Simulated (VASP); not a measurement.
# Hf2Si (sol) (I4/mcm) in VASP: further runs

The runs below take Hf2Si (sol) through single point, with PBEsol.

Program: VASP 6.6.1. These are calculated values, not measurements. Logs are shortened: lines on timing, memory, paths and dates and some standing lists are left out, and cuts for length are marked.

## (1) The cell of the first run

It takes space group I4/mcm (No. 140, tetragonal). Conventional cell: a = 6.551 Å, b = 6.551 Å, c = 5.166 Å, α = 90.00°, β = 90.00°, γ = 90.00°. Hf (site symmetry m2m) has 4 Si at 2.79 Å and 11 Hf at 2.90 to 3.50 Å within 3.7 Å. Si (site symmetry 422) has 2 Si at 2.58 Å and 8 Hf at 2.79 Å within 3.4 Å.

## (2) Single point, PBEsol

The input, INCAR:

```
SYSTEM = Hf2Si
PREC     = Accurate       ! precision mode
ENCUT    = 500            ! plane-wave cutoff, eV
EDIFF    = 1E-6           ! SCF threshold, eV
ISMEAR   = 0              ! smearing method
SIGMA    = 0.1            ! smearing width, eV
LREAL    = .False.        ! projectors in reciprocal space
LASPH    = .True.         ! aspherical terms in the spheres
NELM     = 120            ! most SCF steps
ALGO     = Normal         ! electronic algorithm
ISIF     = 2              ! what is computed and relaxed
LWAVE    = .False.        ! write WAVECAR
LCHARG   = .True.         ! write CHGCAR
GGA      = PS             ! functional
LELF     = .True.         ! ELF
LVHAR    = .True.       
NBANDS   = 33             ! bands
GGA_COMPAT= .False.
```

The input, KPOINTS:

```
regular mesh
0
Gamma
  4 4 4
  0 0 0
```

The input, POSCAR:

```
Hf2Si
1.0
   -3.2753522200      3.2753522200      2.5828233900
    3.2753522200     -3.2753522200      2.5828233900
    3.2753522200      3.2753522200     -2.5828233900
Hf Si
4 2
Direct
    0.3435136200      0.1564863800      0.5000000000
    0.8435136200      0.3435136200      0.1870272400
    0.6564863800      0.8435136200      0.5000000000
    0.1564863800      0.6564863800      0.8129727600
    0.2500000000      0.2500000000      0.0000000000
    0.7500000000      0.7500000000      0.0000000000
```

Potentials or basis: VASP PAW PBE potentials, release 64 (Hf_pv, Si).

Run with:

```console
cat potpaw_PBE.64/Hf_pv/POTCAR potpaw_PBE.64/Si/POTCAR > POTCAR
mpirun -np 1 vasp_std > vasp.out
```

OUTCAR:

```text
SYSTEM = Hf2Si
   PREC = Accurate
   ENCUT = 500
   EDIFF = 1E-6
   ISMEAR = 0
   LREAL = .False.
   LASPH = .True.
   NELM = 120
   ISIF = 2
   GGA = PS

 ion  position               nearest neighbor table
   1  0.344  0.156  0.500-   6 2.79   5 2.79   5 2.79   6 2.79   3 2.90   3 3.11   3 3.11   4 3.30
                             2 3.30   4 3.30   2 3.30   4 3.50   2 3.50   2 3.50   4 3.50
   2  0.844  0.344  0.187-   5 2.79   6 2.79   6 2.79   5 2.79   4 2.90   4 3.11   4 3.11   1 3.30
                             3 3.30   3 3.30   1 3.30   1 3.50   3 3.50   1 3.50   3 3.50
   3  0.656  0.844  0.500-   5 2.79   6 2.79   6 2.79   5 2.79   1 2.90   1 3.11   1 3.11   4 3.30
                             2 3.30   4 3.30   2 3.30   4 3.50   2 3.50   4 3.50   2 3.50
   4  0.156  0.656  0.813-   5 2.79   6 2.79   6 2.79   5 2.79   2 2.90   2 3.11   2 3.11   1 3.30
                             3 3.30   3 3.30   1 3.30   1 3.50   3 3.50   1 3.50   3 3.50
   5  0.250  0.250  0.000-   6 2.58   6 2.58   2 2.79   4 2.79   4 2.79   2 2.79   1 2.79   1 2.79
                             3 2.79   3 2.79
   6  0.750  0.750  0.000-   5 2.58   5 2.58   2 2.79   4 2.79   4 2.79   2 2.79   3 2.79   1 2.79
                             1 2.79   3 2.79

  LATTYP: Found a body centered tetragonal cell.
 ALAT       =     6.5507044400
 C/A-ratio  =     0.7885635549

  Lattice vectors:

 A1 = (  -3.2753522200,   3.2753522200,   2.5828233900)
 A2 = (   3.2753522200,  -3.2753522200,   2.5828233900)
 A3 = (   3.2753522200,   3.2753522200,  -2.5828233900)

Analysis of symmetry for initial positions (statically):
=====================================================================
 Subroutine PRICEL returns:
 Original cell was already a primitive cell.

 Routine SETGRP: Setting up the symmetry group for a
 body centered tetragonal supercell.

 Subroutine GETGRP returns: Found 16 space group operations
 (whereof  8 operations were pure point group operations)
 out of a pool of 16 trial point group operations.

The static configuration has the point symmetry C_4h.
 The point group associated with its full space group is D_4h.

Analysis of symmetry for dynamics (positions and initial velocities):
=====================================================================
 Subroutine PRICEL returns:
 Original cell was already a primitive cell.

 Routine SETGRP: Setting up the symmetry group for a
 body centered tetragonal supercell.

 Subroutine GETGRP returns: Found 16 space group operations
 (whereof  8 operations were pure point group operations)
 out of a pool of 16 trial point group operations.

The dynamic configuration has the point symmetry C_4h.
 The point group associated with its full space group is D_4h.

 Subroutine INISYM returns: Found 16 space group operations
 (whereof  8 operations are pure point group operations),
 and found     1 'primitive' translations

----------------------------------------------------------------------------------------

                                     Primitive cell

  volume of cell :     110.8334

  direct lattice vectors                    reciprocal lattice vectors
    -3.275352220  3.275352220  2.582823390     0.000000000  0.152655338  0.193586601
     3.275352220 -3.275352220  2.582823390     0.152655338  0.000000000  0.193586601
     3.275352220  3.275352220 -2.582823390     0.152655338  0.152655338  0.000000000

  length of vectors
     5.303474427  5.303474427  5.303474427     0.246534833  0.246534833  0.215887249

  position of ions in fractional coordinates (direct lattice)
     0.343513620  0.156486380  0.500000000
     0.843513620  0.343513620  0.187027240
     0.656486380  0.843513620  0.500000000
     0.156486380  0.656486380  0.812972760
     0.250000000  0.250000000  0.000000000
     0.750000000  0.750000000  0.000000000

  ion indices of the primitive-cell ions
   primitive index   ion index
                 1           1
                 2           2
                 3           3
                 4           4
                 5           5
                 6           6

----------------------------------------------------------------------------------------

 KPOINTS: regular mesh

Automatic generation of k-mesh.
 Grid dimensions read from file:
 generate k-points for:    4    4    4

 Generating k-lattice:

  Cartesian coordinates                     Fractional coordinates (reciprocal lattice)
     0.000000000  0.038163834  0.048396650     0.250000000  0.000000000 -0.000000000
     0.038163834  0.000000000  0.048396650     0.000000000  0.250000000 -0.000000000
     0.038163834  0.038163834  0.000000000     0.000000000  0.000000000  0.250000000

  Length of vectors
     0.061633708  0.061633708  0.053971812

  Shift w.r.t. Gamma in fractional coordinates (k-lattice)
     0.000000000  0.000000000  0.000000000

 Subroutine IBZKPT returns following result:
 ===========================================

 Found     13 irreducible k-points:

 Following reciprocal coordinates:
            Coordinates               Weight
  0.000000  0.000000  0.000000      1.000000
  0.250000  0.000000 -0.000000      8.000000
  0.500000  0.000000 -0.000000      4.000000
  0.250000  0.250000 -0.000000      8.000000
  0.500000  0.250000 -0.000000     16.000000
 -0.250000  0.250000  0.000000      4.000000
  0.500000  0.500000 -0.000000      2.000000
  0.250000  0.250000  0.250000      2.000000
 -0.250000  0.250000  0.250000      4.000000
  0.500000  0.500000  0.250000      4.000000
 -0.250000  0.500000  0.250000      8.000000
 -0.250000 -0.250000  0.250000      2.000000
  0.500000  0.500000  0.500000      1.000000
   k-points           NKPTS =     13   k-points in BZ     NKDIM =     13   number of bands    NBANDS=     33
   number of dos      NEDOS =    301   number of ions     NIONS =      6
   total plane-waves  NPLWV =  64000
   dimension x,y,z NGX =    40 NGY =   40 NGZ =   40
   dimension x,y,z NGXF=    80 NGYF=   80 NGZF=   80
   ions per type =               4   2
   NGX,Y,Z   is equivalent  to a cutoff of  12.54, 12.54, 12.54 a.u.
   NGXF,Y,Z  is equivalent  to a cutoff of  25.08, 25.08, 25.08 a.u.
 SYSTEM =  Hf2Si
   PREC   = accura    normal or accurate (medium, high low for compatibility)
   ISTART =      0    job   : 0-new  1-cont  2-samecut
   ICHARG =      2    charge: 1-file 2-atom 10-const
   ISPIN  =      1    spin polarized calculation?
   LNONCOLLINEAR =      F non collinear calculations
   LSORBIT =      F    spin-orbit coupling
   LASPH  =      T    aspherical Exc in radial PAW
   ENCUT  =  500.0 eV  36.75 Ry    6.06 a.u.   9.67  9.67  9.67*2*pi/ulx,y,z
   NELM   =    120;   NELMIN=  2; NELMDL= -5     # of ELM steps
   EDIFF  = 0.1E-05   stopping-criterion for ELM
   LREAL  =      F    real-space projection
   EDIFFG = 0.1E-04   stopping-criterion for IOM
   NSW    =      0    number of steps for IOM
   IBRION =     -1    ionic relax: 0-MD 1-quasi-New 2-CG
   NFREE  =      0    steps in history (QN), initial steepest desc. (CG)
   ISIF   =      2    stress and relaxation
   ISYM   =      2    0-nonsym 1-usesym 2-fastsym
   POTIM  = 0.5000    time-step for ionic-motion
   TEBEG  =    0.0;   TEEND  =   0.0 temperature during run
   PSTRESS=    0.0 pullay stress
   NELECT =      48.0000    total number of electrons
   NUPDOWN=      -1.0000    fix difference up-down
   EMIN   =  10.00;   EMAX   =-10.00  energy-range for DOS
   EFERMI =   0.00;   METHOD = LEGACY
   ISMEAR =     0;   SIGMA  =   0.10  broadening in eV -4-tet -1-fermi 0-gaus
   EFERMI_NEDOS =   21; number of points for ismear=-14 and -15
   IALGO  =     38    algorithm
   IMIX   =      4    mixing-type and parameters
     AMIX     =   0.40;   BMIX     =  1.00
     AMIX_MAG =   1.60;   BMIX_MAG =  1.00
  volume/ion in A,a.u.               =      18.47       124.66
  Fermi-wavevector in a.u.,A,eV,Ry     =   1.238602  2.340618 20.873162  1.534134
  Thomas-Fermi vector in A             =   2.373120
   LORBIT       =      0    0 simple, 1 ext, 2 COOP (PROOUT), +10 PAW based schemes
   GGA     = PS    functional components
   LHFCALC =     F    Hartree Fock is set to
   AEXX    =    0.0000 exact exchange contribution
   IVDW    =     0    specifies the selected vdW correction
   LEPSILON=     F    determine dielectric tensor
   LRPA    =     F    only Hartree local field effects (RPA)
 non-spin polarized calculation
 Gauss-broadening in eV      SIGMA  =   0.10
  energy-cutoff  :      500.00
  volume of cell :      110.83
 maximum number of plane-waves:      2829
 NGX is ok and might be reduce to    40
   NGX = 19   NGY = 19   NGZ = 19

 number of electron      48.0000004 magnetization

 Free energy of the ion-electron system (eV)
  ---------------------------------------------------
  ext. energy  EPLUGINS =         0.00000000
  ---------------------------------------------------
  free energy    TOTEN  =       -58.30660469 eV

  energy without entropy =      -58.29227435  energy(sigma->0) =      -58.29943952

 E-fermi :   5.9012     XC(G=0): -11.6491

 val. band max:        5.8923572494   @ k =   0.2500   0.2500  -0.0000
 cond. band min:       5.9302730998   @ k =  -0.2500  -0.2500   0.2500
 fundamental gap:      0.0379158504
 Fermi energy:         5.9011860167

 k-point     1 :       0.0000    0.0000    0.0000
  band No.  band energies     occupation
      1     -24.3077      2.00000
      2     -24.3000      2.00000
      3     -24.1755      2.00000
      4     -24.1755      2.00000
      5     -24.1386      2.00000
      6     -24.1386      2.00000
[... 25 lines left out ...]
     32       9.4296      0.00000
     33      10.2079      0.00000

 k-point     2 :       0.2500    0.0000   -0.0000
  band No.  band energies     occupation
      1     -24.3598      2.00000
      2     -24.3255      2.00000
      3     -24.2306      2.00000
      4     -24.1714      2.00000
      5     -24.0668      2.00000
      6     -24.0549      2.00000
[... 25 lines left out ...]
     32      10.1939      0.00000
     33      10.4463      0.00000
[... 358 lines left out ...]
     32      10.1248      0.00000
     33      10.1898      0.00000

 k-point    13 :       0.5000    0.5000    0.5000
  band No.  band energies     occupation
      1     -24.3739      2.00000
      2     -24.3114      2.00000
      3     -24.2542      2.00000
      4     -24.0952      2.00000
      5     -24.0952      2.00000
      6     -24.0577      2.00000
[... 25 lines left out ...]
     32      10.5632      0.00000
     33      11.0368      0.00000

------------------------ aborting loop because EDIFF is reached ----------------------------------------

  FORCE on cell =-STRESS in cart. coord.  units (eV):
  Direction    XX          YY          ZZ          XY          YZ          ZX
  --------------------------------------------------------------------------------------
  -------------------------------------------------------------------------------------
  Total       -2.1946524     -2.1946524     -1.1704827      0.0000000      0.0000000     -0.0000000
  in kB      -31.7252902    -31.7252902    -16.9201748      0.0000000      0.0000000     -0.0000000
  external PRESSURE =     -26.7902517 kB  Pullay stress =       0.0000000 kB

 VOLUME and BASIS-vectors are now :
 -----------------------------------------------------------------------------
  energy-cutoff  :      500.00
  volume of cell :      110.83
      direct lattice vectors                 reciprocal lattice vectors
    -3.275352220  3.275352220  2.582823390     0.000000000  0.152655338  0.193586601
     3.275352220 -3.275352220  2.582823390     0.152655338  0.000000000  0.193586601
     3.275352220  3.275352220 -2.582823390     0.152655338  0.152655338  0.000000000

 POSITION                                       TOTAL-FORCE (eV/Angst)
 -----------------------------------------------------------------------------------
      1.02510      2.25026      0.00000         0.065112     -0.065112     -0.000000
     -1.02510      2.25026      2.58282        -0.065112     -0.065112      0.000000
      2.25026      1.02510      2.58282        -0.065112      0.065112     -0.000000
      4.30045      1.02510     -0.00000         0.065112      0.065112     -0.000000
      0.00000      0.00000      1.29141         0.000000     -0.000000      0.000000
      0.00000      0.00000      3.87424         0.000000     -0.000000      0.000000
 -----------------------------------------------------------------------------------
    total drift:                                0.000000     -0.000000     -0.000000

  FREE ENERGIE OF THE ION-ELECTRON SYSTEM (eV)
  ---------------------------------------------------
  free  energy   TOTEN  =       -58.3066046932 eV

  energy  without entropy=      -58.2922743481  energy(sigma->0) =      -58.29943952
```

Run time: 100 s. Hardware: 1 thread of AMD EPYC 7R13, shared host; peak memory 0.21 GiB.

What came out:

- Free energy: -58.3066 eV
- Pressure: -2.7 GPa
- Largest force: 0.092 eV/Å
- Band gap on the k mesh: zero (band 24 reaches 6.29 eV, above the bottom of band 25 at 5.89 eV)

Forces in eV/Å, atoms in the order of the input:
```
Hf   0.065 -0.065  0.000
Hf  -0.065 -0.065  0.000
Hf  -0.065  0.065  0.000
Hf   0.065  0.065  0.000
Si   0.000  0.000  0.000
Si   0.000  0.000  0.000
```

Levels at points of the mesh, in eV from the Fermi level:
| k point | band 22 | band 23 | band 24 | band 25 | band 26 | band 27 |
| --- | --- | --- | --- | --- | --- | --- |
| (0.00, 0.00, 0.00) | -1.21 | -0.93 | -0.84 | 2.07 | 2.13 | 2.15 |
| (0.50, 0.00, 0.00) | -0.66 | -0.44 | -0.44 | 0.26 | 0.26 | 2.04 |
| (0.50, 0.50, 0.00) | -1.01 | -0.58 | -0.37 | 1.37 | 1.41 | 1.72 |
| (0.50, 0.50, 0.50) | -0.39 | 0.06 | 0.39 | 0.44 | 0.44 | 1.40 |

Caveat: the k points lie up to 0.39 Å⁻¹ apart; the PAW data sets were made with another functional, which shifts forces and pressure a little; spin-orbit coupling is left out, which moves the levels of the heavy elements.

## (3) Single point, PBEsol

This run uses another cell than the first one, of 18.17 Å³/atom, 0.984 times its volume.

The input, INCAR:

```
SYSTEM = Hf2Si
  ALGO = Normal
  EDIFF = 1E-6
  ENCUT = 500
  GGA = PS
  GGA_COMPAT = .False.
  ISIF = 2
  ISMEAR = 0
  LASPH = .True.
  LCHARG = .False.
  LREAL = .False.
  LWAVE = .False.
  NBANDS = 33
  NELM = 120
  PREC = Accurate
  SIGMA = 0.1
```

The input, KPOINTS:

```
k-points
0
Gamma
  10 10 10
  0 0 0
```

The input, POSCAR:

```
Hf2Si
1.0
   -3.2553778685      3.2553778685      2.5715296849
    3.2553778685     -3.2553778685      2.5715296849
    3.2553778685      3.2553778685     -2.5715296849
Hf Si
4 2
Direct
    0.3432558939      0.1567441061      0.5000000000
    0.8432558939      0.3432558939      0.1865117878
    0.6567441061      0.8432558939      0.5000000000
    0.1567441061      0.6567441061      0.8134882122
    0.2500000000      0.2500000000      0.0000000000
    0.7500000000      0.7500000000      0.0000000000
```

Potentials or basis: VASP PAW PBE potentials, release 64 (Hf_pv, Si).

Run with:

```console
cat potpaw_PBE.64/Hf_pv/POTCAR potpaw_PBE.64/Si/POTCAR > POTCAR
mpirun -np 1 vasp_std > vasp.out
```

Run time: 9.4 min. Hardware: 1 thread of AMD EPYC 7R13, shared host; peak memory 0.39 GiB.

The run converged. Its results:

- Free energy: -58.3031 eV
- Pressure: -0.2 GPa
- Largest force: 0.009 eV/Å
- Band gap on the k mesh: zero (band 24 reaches 6.65 eV, above the bottom of band 25 at 5.84 eV)

Forces on the atoms (eV/Å):
```
Hf  -0.007  0.007  0.000
Hf   0.007  0.007  0.000
Hf   0.007 -0.007  0.000
Hf  -0.007 -0.007  0.000
Si   0.000  0.000  0.000
Si   0.000  0.000  0.000
```

Levels at points of the mesh, in eV from the Fermi level:
```csv
k point,band 21,band 22,band 23,band 24,band 25,band 26,band 27,band 28
"(0.00, 0.00, 0.00)",-1.29,-1.29,-1.01,-0.89,2.06,2.08,2.10,2.58
"(0.50, 0.00, 0.00)",-0.74,-0.74,-0.53,-0.53,0.21,0.21,1.99,1.99
"(0.50, 0.50, 0.00)",-1.45,-1.08,-0.64,-0.41,1.31,1.37,1.68,2.14
"(0.50, 0.50, 0.50)",-0.90,-0.45,0.02,0.33,0.37,0.37,1.33,1.44
```

Caveat: the PAW data sets were made with another functional, which shifts forces and pressure a little; spin-orbit coupling is left out, which moves the levels of the heavy elements.
